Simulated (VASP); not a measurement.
## Ga3As: single point with PBE

Ga3As:

```
CELL_PARAMETERS angstrom
-3.53272 3.53272 5.96396
3.53272 -3.53272 5.96396
3.53272 3.53272 -5.96396
ATOMIC_POSITIONS crystal
Ga 0.72563 0.46830 0.74267
Ga 0.72563 0.98295 0.25733
Ga 0.46830 0.72563 0.74267
Ga 0.98295 0.72563 0.25733
Ga 0.56806 0.06806 0.50000
Ga 0.06806 0.56806 0.50000
As 0.87042 0.37042 0.50000
As 0.37042 0.87042 0.50000
```

| Property | Result |
| --- | --- |
| Program | VASP 6.6.1 |
| Task | single point |
| Functional | PBE |
| Potentials or basis | VASP PAW PBE potentials, release 64 (Ga_d, As) |
| Cutoff | 520 eV |
| k mesh | 4 × 4 × 4 |
| Occupations | gaussian, width 0.2 eV |
| Spin | no spin polarisation |
| Dipole correction | no |
| Further INCAR settings | ALGO = Fast; EDIFF = 1e-06; NBANDS = 54 |

```
Pressure               : 0.5 GPa
Largest force          : 0.029 eV/Å
Band gap on the k mesh : zero (band 44 reaches 0.73 eV, above the bottom of band 45 at 0.49 eV)
```

Forces in eV/Å, atoms in the order of the input:
```
Ga  -0.026  0.000  0.012
Ga   0.026  0.000  0.012
Ga   0.000 -0.026  0.012
Ga   0.000  0.026  0.012
Ga   0.000  0.000 -0.009
Ga   0.000  0.000 -0.009
As   0.000  0.000 -0.014
As   0.000  0.000 -0.014
```

Stress tensor (GPa, compression positive):
```
0.59 0.00 0.00
0.00 0.59 0.00
0.00 0.00 0.43
```

Levels at points of the mesh, in eV from the Fermi level:
```csv
k point,band 42,band 43,band 44,band 45,band 46,band 47
"(0.00, 0.00, 0.00)",-1.25,-0.86,-0.23,0.68,1.45,1.68
"(0.50, 0.00, 0.00)",-1.38,-1.23,-0.19,0.03,0.94,1.56
"(0.50, 0.50, 0.00)",-1.09,-0.85,-0.71,-0.12,0.30,1.67
"(0.50, 0.50, 0.50)",-0.78,-0.78,-0.16,0.95,0.95,1.02
```

It took 6.8 min on 1 thread of AMD EPYC 7R43 64-Core Processor (Zen 3) (shared host), peak memory 0.54 GiB.
